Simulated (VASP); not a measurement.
AlAu, 2 atoms in the cell. The structure is cubic, space group Pm-3m (No. 221). The conventional cell has a = 3.266 Å, b = 3.266 Å, c = 3.266 Å, α = 90.00°, β = 90.00°, γ = 90.00°. Within 3.7 Å of Al (site symmetry m-3m) lie 8 Au at 2.83 Å and 6 Al at 3.27 Å. Au (site symmetry m-3m) has 8 Al at 2.83 Å and 6 Au at 3.27 Å within 3.7 Å. 

```yaml
Program: VASP 6.6.1
Task: single point
Functional: LDA
Potentials_or_basis: VASP PAW LDA potentials, release 64 (Al, Au)
Cutoff: 500 eV
k_mesh: 9 × 9 × 9
Occupations: methfessel-paxton, width 0.1 eV
Spin: no spin polarisation
Dipole_correction: no
Further_INCAR_settings: ALGO = Normal; EDIFF = 1e-06; NBANDS = 14
```

Potentials or basis: VASP PAW LDA potentials, release 64 (Al, Au).

The run is started by

```sh
$ cat potpaw_LDA.64/Al/POTCAR potpaw_LDA.64/Au/POTCAR > POTCAR
$ mpirun -np 1 vasp_std > vasp.out
```

Hardware: 1 thread of Intel(R) Xeon(R) 6975P-C (Granite Rapids) (shared host).

Estimate the wall time of this run.

Run time: 5 s on 1 thread of Intel(R) Xeon(R) 6975P-C (Granite Rapids), on a shared host, peak memory 0.13 GiB. Counts: scf iterations 11, k points 35.
